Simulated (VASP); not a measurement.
# Mg in VASP: a series of runs

Mg is run at these levels: PBE, revPBE+D3(BJ); tasks: single point.

Everything below comes from runs of VASP 6.6.1. Logs are shortened: lines on timing, memory, paths and dates and some standing lists are left out, and cuts for length are marked.

**1. The cell of the first run**

The structure is orthorhombic, space group Immm (No. 71). The conventional cell has a = 3.158 Å, b = 3.190 Å, c = 4.489 Å, α = 90.00°, β = 90.00°, γ = 90.00°. Within 4.2 Å of Mg (site symmetry mmm) lie 12 Mg at 3.16 to 3.19 Å.

This isn't the form of Mg at room conditions, which is hcp.

**2. Single point, PBE**

Input file INCAR:

```
SYSTEM = Mg
ALGO     = Normal         ! electronic algorithm
EDIFF    = 1E-6           ! SCF threshold, eV
ENCUT    = 600            ! plane-wave cutoff, eV
GGA      = PE             ! functional
GGA_COMPAT= .FALSE.      
ISIF     = 2              ! what is computed and relaxed
ISMEAR   = -1             ! smearing method
LASPH    = .TRUE.         ! aspherical terms in the spheres
LCHARG   = .FALSE.        ! write CHGCAR
LREAL    = .FALSE.        ! projectors in reciprocal space
LWAVE    = .FALSE.        ! write WAVECAR
NBANDS   = 7              ! bands
NELM     = 120            ! most SCF steps
PREC     = Accurate       ! precision mode
SIGMA    = 0.05           ! smearing width, eV
```

Input file KPOINTS:

```
k-points
0
G
  10 10 10
  0 0 0
```

Input file POSCAR:

```
Mg
1.0
   -0.0112212800      2.2442560000      2.2442560000
    2.2442560000     -0.0112212800      2.2442560000
    2.2330347200      2.2330347200      0.0000000000
Mg
1
Direct
    0.0000000000      0.0000000000      0.0000000000
```

Potentials or basis: VASP PAW PBE potentials, release 64 (Mg).

Run with:

```sh
$ cat potpaw_PBE.64/Mg/POTCAR > POTCAR
$ mpirun -np 1 vasp_std > vasp.out
```

OUTCAR:

```text
SYSTEM = Mg
   EDIFF = 1E-6
   ENCUT = 600
   GGA = PE
   ISIF = 2
   ISMEAR = -1
   LASPH = .TRUE.
   LREAL = .FALSE.
   NELM = 120
   PREC = Accurate

 ion  position               nearest neighbor table
   1  0.000  0.000  0.000-

  LATTYP: Found a body centered orthorhombic cell.
 ALAT       =     3.1579879863
 B/A-ratio  =     1.0100502513
 C/A-ratio  =     1.4213201632

  Lattice vectors:

 A1 = (   0.0112212800,  -2.2442560000,  -2.2442560000)
 A2 = (  -0.0112212800,   2.2442560000,  -2.2442560000)
 A3 = (   2.2442560000,  -0.0112212800,   2.2442560000)

Analysis of symmetry for initial positions (statically):
=====================================================================
 Subroutine PRICEL returns:
 Original cell was already a primitive cell.

 Routine SETGRP: Setting up the symmetry group for a
 body centered orthorhombic supercell.

 Subroutine GETGRP returns: Found  8 space group operations
 (whereof  8 operations were pure point group operations)
 out of a pool of  8 trial point group operations.

The static configuration has the point symmetry D_2h.

Analysis of symmetry for dynamics (positions and initial velocities):
=====================================================================
 Subroutine PRICEL returns:
 Original cell was already a primitive cell.

 Routine SETGRP: Setting up the symmetry group for a
 body centered orthorhombic supercell.

 Subroutine GETGRP returns: Found  8 space group operations
 (whereof  8 operations were pure point group operations)
 out of a pool of  8 trial point group operations.

The dynamic configuration has the point symmetry D_2h.

 Subroutine INISYM returns: Found  8 space group operations
 (whereof  8 operations are pure point group operations),
 and found     1 'primitive' translations

----------------------------------------------------------------------------------------

                                     Primitive cell

  volume of cell :      22.6067

  direct lattice vectors                    reciprocal lattice vectors
    -0.011221280  2.244256000  2.244256000    -0.221682570  0.221682570  0.222790983
     2.244256000 -0.011221280  2.244256000     0.221682570 -0.221682570  0.222790983
     2.233034720  2.233034720  0.000000000     0.223910536  0.223910536 -0.222790983

  length of vectors
     3.173877109  3.173877109  3.157987986     0.384606482  0.384606482  0.387179129

  position of ions in fractional coordinates (direct lattice)
     0.000000000  0.000000000  0.000000000

  ion indices of the primitive-cell ions
   primitive index   ion index
                 1           1

----------------------------------------------------------------------------------------

 KPOINTS: k-points

Automatic generation of k-mesh.
 Grid dimensions read from file:
 generate k-points for:   10   10   10

 Generating k-lattice:

  Cartesian coordinates                     Fractional coordinates (reciprocal lattice)
    -0.022168257  0.022168257  0.022279098     0.100000000  0.000000000  0.000000000
     0.022168257 -0.022168257  0.022279098     0.000000000  0.100000000  0.000000000
     0.022391054  0.022391054 -0.022279098    -0.000000000 -0.000000000  0.100000000

  Length of vectors
     0.038460648  0.038460648  0.038717913

  Shift w.r.t. Gamma in fractional coordinates (k-lattice)
     0.000000000  0.000000000  0.000000000

 Subroutine IBZKPT returns following result:
 ===========================================

 Found    171 irreducible k-points:

 Following reciprocal coordinates:
            Coordinates               Weight
  0.000000  0.000000  0.000000      1.000000
  0.100000  0.000000  0.000000      4.000000
  0.200000  0.000000  0.000000      4.000000
  0.300000  0.000000  0.000000      4.000000
  0.400000  0.000000  0.000000      4.000000
  0.500000  0.000000  0.000000      2.000000
[... 16 lines left out ...]
  0.300000  0.300000  0.000000      2.000000
  0.400000  0.300000  0.000000      4.000000
 [... further k-points ...]
   k-points           NKPTS =    171   k-points in BZ     NKDIM =    171   number of bands    NBANDS=      7
   number of dos      NEDOS =    301   number of ions     NIONS =      1
   total plane-waves  NPLWV =  21952
   dimension x,y,z NGX =    28 NGY =   28 NGZ =   28
   dimension x,y,z NGXF=    56 NGYF=   56 NGZF=   56
   ions per type =               1
   NGX,Y,Z   is equivalent  to a cutoff of  14.67, 14.67, 14.74 a.u.
   NGXF,Y,Z  is equivalent  to a cutoff of  29.33, 29.33, 29.48 a.u.
 SYSTEM =  Mg
   PREC   = accura    normal or accurate (medium, high low for compatibility)
   ISTART =      0    job   : 0-new  1-cont  2-samecut
   ICHARG =      2    charge: 1-file 2-atom 10-const
   ISPIN  =      1    spin polarized calculation?
   LNONCOLLINEAR =      F non collinear calculations
   LSORBIT =      F    spin-orbit coupling
   LASPH  =      T    aspherical Exc in radial PAW
   ENCUT  =  600.0 eV  44.10 Ry    6.64 a.u.   6.34  6.34  6.31*2*pi/ulx,y,z
   NELM   =    120;   NELMIN=  2; NELMDL= -5     # of ELM steps
   EDIFF  = 0.1E-05   stopping-criterion for ELM
   LREAL  =      F    real-space projection
   EDIFFG = 0.1E-04   stopping-criterion for IOM
   NSW    =      0    number of steps for IOM
   IBRION =     -1    ionic relax: 0-MD 1-quasi-New 2-CG
   NFREE  =      0    steps in history (QN), initial steepest desc. (CG)
   ISIF   =      2    stress and relaxation
   ISYM   =      2    0-nonsym 1-usesym 2-fastsym
   POTIM  = 0.5000    time-step for ionic-motion
   TEBEG  =    0.0;   TEEND  =   0.0 temperature during run
   PSTRESS=    0.0 pullay stress
   NELECT =       2.0000    total number of electrons
   NUPDOWN=      -1.0000    fix difference up-down
   EMIN   =  10.00;   EMAX   =-10.00  energy-range for DOS
   EFERMI =   0.00;   METHOD = LEGACY
   ISMEAR =    -1;   SIGMA  =   0.05  broadening in eV -4-tet -1-fermi 0-gaus
   EFERMI_NEDOS =   21; number of points for ismear=-14 and -15
   IALGO  =     38    algorithm
   IMIX   =      4    mixing-type and parameters
     AMIX     =   0.40;   BMIX     =  1.00
     AMIX_MAG =   1.60;   BMIX_MAG =  1.00
  volume/ion in A,a.u.               =      22.61       152.56
  Fermi-wavevector in a.u.,A,eV,Ry     =   0.729468  1.378494  7.239974  0.532123
  Thomas-Fermi vector in A             =   1.821197
   LORBIT       =      0    0 simple, 1 ext, 2 COOP (PROOUT), +10 PAW based schemes
   GGA     = PE    functional components
   LHFCALC =     F    Hartree Fock is set to
   AEXX    =    0.0000 exact exchange contribution
   IVDW    =     0    specifies the selected vdW correction
   LEPSILON=     F    determine dielectric tensor
   LRPA    =     F    only Hartree local field effects (RPA)
 non-spin polarized calculation
  energy-cutoff  :      600.00
  volume of cell :       22.61
 maximum number of plane-waves:       766
 NGX is ok and might be reduce to    28
   NGX = 13   NGY = 13   NGZ = 13

 number of electron       2.0000000 magnetization

 Free energy of the ion-electron system (eV)
  ---------------------------------------------------
  ext. energy  EPLUGINS =         0.00000000
  ---------------------------------------------------
  free energy    TOTEN  =        -1.49540656 eV

  energy without entropy =       -1.49132709  energy(sigma->0) =       -1.49336682

 E-fermi :   2.7764     XC(G=0):  -8.5394

 val. band max:        2.7492852271   @ k =  -0.2000  -0.0000   0.4000
 cond. band min:       2.8092584175   @ k =  -0.3000   0.4000   0.1000
 fundamental gap:      0.0599731904
 Fermi energy:         2.7763861189

 k-point     1 :       0.0000    0.0000    0.0000
  band No.  band energies     occupation
      1      -4.2849      2.00000
      2      15.0245      0.00000
      3      15.1550      0.00000
      4      15.2913      0.00000
      5      17.0191      0.00000
      6      17.1154      0.00000
      7      17.3238      0.00000

 k-point     2 :       0.1000    0.0000    0.0000
  band No.  band energies     occupation
      1      -4.0618      2.00000
      2      12.4272      0.00000
      3      14.6943      0.00000
      4      14.8695      0.00000
      5      17.0464      0.00000
      6      17.9174      0.00000
      7      18.1199      0.00000

 k-point     3 :       0.2000    0.0000    0.0000
  band No.  band energies     occupation
      1      -3.3958      2.00000
      2       9.1625      0.00000
      3      14.1543      0.00000
      4      14.3185      0.00000
      5      16.5829      0.00000
      6      18.1157      0.00000
      7      18.1592      0.00000

 k-point     4 :       0.3000    0.0000    0.0000
  band No.  band energies     occupation
      1      -2.2960      2.00000
      2       6.1542      0.00000
      3      13.8769      0.00000
      4      14.0279      0.00000
      5      16.2860      0.00000
      6      16.6018      0.00000
      7      16.6592      0.00000

 k-point     5 :       0.4000    0.0000    0.0000
  band No.  band energies     occupation
      1      -0.7785      2.00000
      2       3.4825      0.00000
      3      13.8972      0.00000
      4      14.0366      0.00000
      5      15.4743      0.00000
      6      15.5528      0.00000
      7      16.2894      0.00000
[... 161 lines left out ...]
 k-point    22 :      -0.2000    0.2000    0.0000
  band No.  band energies     occupation
      1      -1.9399      2.00000
      2       7.2918      0.00000
      3       8.6707      0.00000
      4      14.3773      0.00000
      5      15.8293      0.00000
      6      17.5878      0.00000
      7      19.0614      0.00000

 k-point    23 :       0.3000    0.3000    0.0000
  band No.  band energies     occupation
      1      -1.6252      2.00000
      2       9.5857      0.00000
      3       9.9926      0.00000
      4      10.5731      0.00000
      5      10.8702      0.00000
      6      13.8245      0.00000
      7      23.5753      0.00000

 k-point    24 :       0.4000    0.3000    0.0000
  band No.  band energies     occupation
      1      -0.5419      2.00000
      2       7.4916      0.00000
      3       8.0759      0.00000
      4      10.5607      0.00000
      5      11.2434      0.00000
      6      14.4122      0.00000
      7      23.0374      0.00000

 [... further k-points ...]

------------------------ aborting loop because EDIFF is reached ----------------------------------------

  FORCE on cell =-STRESS in cart. coord.  units (eV):
  Direction    XX          YY          ZZ          XY          YZ          ZX
  --------------------------------------------------------------------------------------
  -------------------------------------------------------------------------------------
  Total        0.0986965      0.0986965      0.0930933      0.0276611      0.0000000      0.0000000
  in kB        6.9948080      6.9948080      6.5977034      1.9603959      0.0000000      0.0000000
  external PRESSURE =       6.8624398 kB  Pullay stress =       0.0000000 kB

 VOLUME and BASIS-vectors are now :
 -----------------------------------------------------------------------------
  energy-cutoff  :      600.00
  volume of cell :       22.61
      direct lattice vectors                 reciprocal lattice vectors
    -0.011221280  2.244256000  2.244256000    -0.221682570  0.221682570  0.222790983
     2.244256000 -0.011221280  2.244256000     0.221682570 -0.221682570  0.222790983
     2.233034720  2.233034720  0.000000000     0.223910536  0.223910536 -0.222790983

 POSITION                                       TOTAL-FORCE (eV/Angst)
 -----------------------------------------------------------------------------------
      0.00000      0.00000      0.00000         0.000000     -0.000000      0.000000
 -----------------------------------------------------------------------------------
    total drift:                                0.000000     -0.000000     -0.000000

  FREE ENERGIE OF THE ION-ELECTRON SYSTEM (eV)
  ---------------------------------------------------
  free  energy   TOTEN  =        -1.4954065591 eV

  energy  without entropy=       -1.4913270897  energy(sigma->0) =       -1.49336682
```

Run time: 16 s. Hardware: 1 thread of Intel Xeon Platinum 8375C at 2.90GHz (Ice Lake), shared host; peak memory 0.17 GiB.

What came out:

```yaml
Free_energy: -1.4954 eV
Pressure: 0.7 GPa
Band_gap_on_the_k_mesh: zero (bands 1 and 2 overlap by 2.18 eV)
```

Stress tensor (GPa, compression positive):
```
0.70 0.20 0.00
0.20 0.70 0.00
0.00 0.00 0.66
```

**3. Single point, PBE**

Input file INCAR:

```
  ALGO = Normal
  EDIFF = 1E-6
  ENCUT = 600
  GGA = PE
  GGA_COMPAT = False
  ISIF = 2
  ISMEAR = -1
  LASPH = True
  LCHARG = False
  LREAL = False
  LWAVE = False
  NBANDS = 7
  NELM = 120
  PREC = Accurate
  SIGMA = 0.05
```

Input file KPOINTS:

```
k-points
0
Gamma
  10 10 10
```

Input file POSCAR:

```
Mg
1.0
    0.0112212800      2.2442560000      2.2442560000
    2.2442560000      0.0112212800      2.2442560000
    2.2554772800      2.2554772800      0.0000000000
Mg
1
Direct
    0.0000000000      0.0000000000      0.0000000000
```

Potentials or basis: VASP PAW PBE potentials, release 64 (Mg).

Run with:

```sh
$ cat potpaw_PBE.64/Mg/POTCAR > POTCAR
$ mpirun -np 1 vasp_std > vasp.out
```

Run time: 15 s. Hardware: 1 thread of Intel Xeon Platinum 8375C at 2.90GHz (Ice Lake), shared host; peak memory 0.17 GiB.

Results (log left out):

| Quantity | Value |
| --- | --- |
| Free energy | -1.4954 eV |
| Pressure | 0.7 GPa |
| Band gap on the k mesh | zero (bands 1 and 2 overlap by 2.18 eV) |

Stress tensor (GPa, compression positive):
```
 0.70 -0.20  0.00
-0.20  0.70  0.00
 0.00  0.00  0.66
```

Levels at points of the mesh, in eV from the Fermi level:
| k point | band 1 | band 2 | band 3 | band 4 | band 5 |
| --- | --- | --- | --- | --- | --- |
| (0.00, 0.00, 0.00) | -7.06 | 12.25 | 12.38 | 12.51 | 14.24 |
| (0.50, 0.00, 0.00) | -1.78 | -1.31 | 11.16 | 11.30 | 12.06 |
| (0.50, 0.50, 0.00) | -0.30 | 0.73 | 6.04 | 6.80 | 7.10 |
| (0.00, 0.00, 0.50) | -1.83 | -1.41 | 11.26 | 11.39 | 12.19 |
| (0.50, 0.00, 0.50) | -0.30 | 0.73 | 6.05 | 6.95 | 6.95 |

**4. Single point, PBE**

Input file INCAR:

```
SYSTEM = Mg
PREC     = Accurate       ! precision mode
ENCUT    = 600            ! plane-wave cutoff, eV
EDIFF    = 1E-6           ! SCF threshold, eV
ISMEAR   = -1             ! smearing method
SIGMA    = 0.05           ! smearing width, eV
LREAL    = .FALSE.        ! projectors in reciprocal space
LASPH    = .TRUE.         ! aspherical terms in the spheres
NELM     = 120            ! most SCF steps
ALGO     = Normal         ! electronic algorithm
ISIF     = 2              ! what is computed and relaxed
LWAVE    = .FALSE.        ! write WAVECAR
LCHARG   = .TRUE.         ! write CHGCAR
GGA      = PE             ! functional
LELF     = .TRUE.         ! ELF
LVHAR    = .TRUE.       
NBANDS   = 7              ! bands
GGA_COMPAT= .FALSE.
```

Input file KPOINTS:

```
regular mesh
0
G
  10 10 10
  0 0 0
```

Input file POSCAR:

```
Mg
1.0
    0.0224425600      2.2442560000      2.2442560000
    2.2442560000      0.0224425600      2.2442560000
    2.2666985600      2.2666985600      0.0000000000
Mg
1
Direct
    0.0000000000      0.0000000000      0.0000000000
```

Run with:

```sh
$ cat potpaw_PBE.64/Mg/POTCAR > POTCAR
$ mpirun -np 1 vasp_std > vasp.out
```

It took 16 s on 1 thread of Intel Xeon Platinum 8375C at 2.90GHz (Ice Lake), shared host; peak memory 0.17 GiB.

It converged, with:

| Quantity | Value |
| --- | --- |
| Free energy | -1.4950 eV |
| Pressure | 0.7 GPa |
| Band gap on the k mesh | zero (bands 1 and 2 overlap by 2.23 eV) |

Stress tensor (GPa, compression positive):
```
 0.75 -0.35  0.00
-0.35  0.75  0.00
 0.00  0.00  0.60
```

Levels at points of the mesh, in eV from the Fermi level:
```csv
k point,band 1,band 2,band 3,band 4
"(0.00, 0.00, 0.00)",-7.06,12.12,12.38,12.65
"(0.50, 0.00, 0.00)",-1.75,-1.26,11.05,11.32
"(0.50, 0.50, 0.00)",-0.30,0.74,6.03,6.66
"(0.00, 0.00, 0.50)",-1.85,-1.45,11.24,11.52
"(0.50, 0.00, 0.50)",-0.29,0.74,6.05,6.96
```

**5. Single point, revPBE+D3(BJ)**

Input file INCAR:

```
SYSTEM = Mg
  PREC = Accurate
  ENCUT = 600
  EDIFF = 1E-6
  ISMEAR = 1
  SIGMA = 0.2
  LREAL = .FALSE.
  LASPH = .TRUE.
  NELM = 120
  ALGO = Normal
  ISIF = 2
  LWAVE = .FALSE.
  LCHARG = .FALSE.
  GGA = RE
  IVDW = 12
  NBANDS = 7
  GGA_COMPAT = .FALSE.
```

KPOINTS is that of step 4.

Input file POSCAR:

```
Mg
1.0
    0.0000000000      2.2442560000      2.2442560000
    2.2442560000      0.0000000000      2.2442560000
    2.2442560000      2.2442560000      0.0000000000
Mg
1
Direct
    0.0000000000      0.0000000000      0.0000000000
```

Run with:

```sh
$ cat potpaw_PBE.64/Mg/POTCAR > POTCAR
$ mpirun -np 1 vasp_std > vasp.out
```

It took 18 s on 1 thread of Intel Xeon 8259CL, shared host; peak memory 0.16 GiB.

It converged, with:

```yaml
Free_energy: -1.8946 eV
Pressure: -2.3 GPa
Band_gap_on_the_k_mesh: zero (bands 1 and 2 overlap by 2.10 eV)
Dispersion_energy_per_atom: -0.551 eV
```

Levels at points of the mesh, in eV from the Fermi level:
```tsv
k point	band 1	band 2	band 3	band 4
(0.00, 0.00, 0.00)	-7.06	12.39	12.39	12.39
(0.50, 0.00, 0.00)	-1.83	-1.34	11.28	11.28
(0.50, 0.50, 0.00)	-0.31	0.74	6.02	6.97
```

Caveat: the PAW data sets were made with another functional, which shifts forces and pressure a little.

**6. The runs side by side**

```tsv
level	cell	smearing	gap on the mesh (eV)	pressure (GPa)
PBE	a = 3.174, b = 3.174, c = 3.158 Å, angles 60.2, 60.2, 60.3°, 1 atom	fermi-dirac 0.05 eV	none	0.7
PBE	a = 3.174, b = 3.174, c = 3.190 Å, angles 59.8, 59.8, 59.7°, 1 atom	fermi-dirac 0.05 eV	none	0.7
PBE	a = 3.174, b = 3.174, c = 3.206 Å, angles 59.7, 59.7, 59.3°, 1 atom	fermi-dirac 0.05 eV	none	0.7
revPBE+D3(BJ)	a = 3.174 Å, angles 60.0°, 1 atom	methfessel-paxton 0.2 eV	none	-2.3
```

Alike in all rows: task single point; potentials or basis VASP PAW PBE potentials, release 64 (Mg); no spin polarisation; k mesh 10 × 10 × 10; cutoff (eV) 600.

Caveats: the PAW data sets were made with another functional, which shifts forces and pressure a little (at least some runs).

Total energies depend on the potentials used, so only differences within one code and one set of settings carry meaning.
